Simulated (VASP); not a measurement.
SnSe, 4 atoms in the cell. The cell holds a slab with vacuum, 4 atoms: a = 4.285 Å, b = 4.285 Å, c = 10.991 Å, α = 90.00°, β = 90.00°, γ = 90.00°. 

| Property | Result |
| --- | --- |
| Program | VASP 6.6.1 |
| Task | single point |
| Functional | PBE-based screened hybrid with 25 % exact exchange |
| Potentials or basis | VASP PAW PBE potentials, release 64 (Sn_d, Se) |
| Cutoff | 520 eV |
| k mesh | 3 × 3 × 2 |
| Occupations | fermi-dirac, width 0.05 eV |
| Spin | no spin polarisation |
| Dipole correction | no |
| Grid for exact exchange (PRECFOCK) | Normal |
| Share of exact exchange | 0.25 |
| Further INCAR settings | ALGO = Normal; EDIFF = 1e-07; NBANDS = 28 |
| Screening parameter | 0.1 1/Å |

Potentials or basis: VASP PAW PBE potentials, release 64 (Sn_d, Se).

Launch:

```sh
$ cat potpaw_PBE.64/Sn_d/POTCAR potpaw_PBE.64/Se/POTCAR > POTCAR
$ cp INCAR.step1 INCAR
$ mpirun -np 1 vasp_std > vasp.out
$ cp INCAR.step2 INCAR
$ mpirun -np 1 vasp_std > vasp.out
```

Hardware: 1 thread of Intel(R) Xeon(R) Platinum 8259CL CPU @ 2.50GHz (Skylake/Cascade Lake), with other jobs on the host.

Estimate the wall time of this run.

Run time: 13 min on 1 thread of Intel(R) Xeon(R) Platinum 8259CL CPU @ 2.50GHz (Skylake/Cascade Lake), with other jobs on the host, peak memory 0.43 GiB. Counts: k points 6.
